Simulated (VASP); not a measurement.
Here is a VASP 6.6.1 calculation.

Contents of INCAR:

```
PREC = Accurate ; ENCUT = 520
EDIFF = 1E-6 ; ISMEAR = 0
SIGMA = 0.1 ; LREAL = False
LASPH = True ; NELM = 150
ALGO = Normal ; ISIF = 2
LWAVE = False ; LCHARG = False
ISPIN = 2 ; MAGMOM = 0 1 0 0 0 0 0 0 0 0
LORBIT = 11 ; LMAXMIX = 4
GGA = PE ; NBANDS = 40
```

File KPOINTS:

```
regular mesh
0
Gamma
  4 4 4
```

The input POSCAR:

```
AlCuC4N4
1.0
    5.8306603700      0.0000000000      0.0000000000
    0.0000000000      5.8306603700      0.0000000000
    0.0000000000      0.0000000000      5.8306603700
Al Cu C N
1 1 4 4
Direct
    0.5000000000      0.5000000000      0.5000000000
    0.0000000000      0.0000000000      0.0000000000
    0.1898207700      0.1898207700      0.1898207700
    0.1898207700      0.8101792300      0.8101792300
    0.8101792300      0.1898207700      0.8101792300
    0.8101792300      0.8101792300      0.1898207700
    0.3056738300      0.3056738300      0.3056738300
    0.3056738300      0.6943261700      0.6943261700
    0.6943261700      0.3056738300      0.6943261700
    0.6943261700      0.6943261700      0.3056738300
```

Potentials or basis: VASP PAW PBE potentials, release 64 (Al, Cu, C, N).

Run with:

```console
$ cat potpaw_PBE.64/Al/POTCAR potpaw_PBE.64/Cu/POTCAR potpaw_PBE.64/C/POTCAR potpaw_PBE.64/N/POTCAR > POTCAR
$ mpirun -np 1 vasp_std > vasp.out
```

Q: Predict the largest force.

A: 2.645 eV/Å.

Q: What does it give for the net moment?

A: 0.00 μB per cell.

Forces in eV/Å, atoms in the order of the input:
```
Al   0.000  0.000  0.000
Cu   0.000  0.000  0.000
C   -0.403 -0.403 -0.403
C   -0.403  0.403  0.403
C    0.403 -0.403  0.403
C    0.403  0.403 -0.403
N    1.527  1.527  1.527
N    1.527 -1.527 -1.527
N   -1.527  1.527 -1.527
N   -1.527 -1.527  1.527
```

Caveat: forces of over 1 eV/Å act on the atoms, so gaps and moduli don't describe the material at rest.
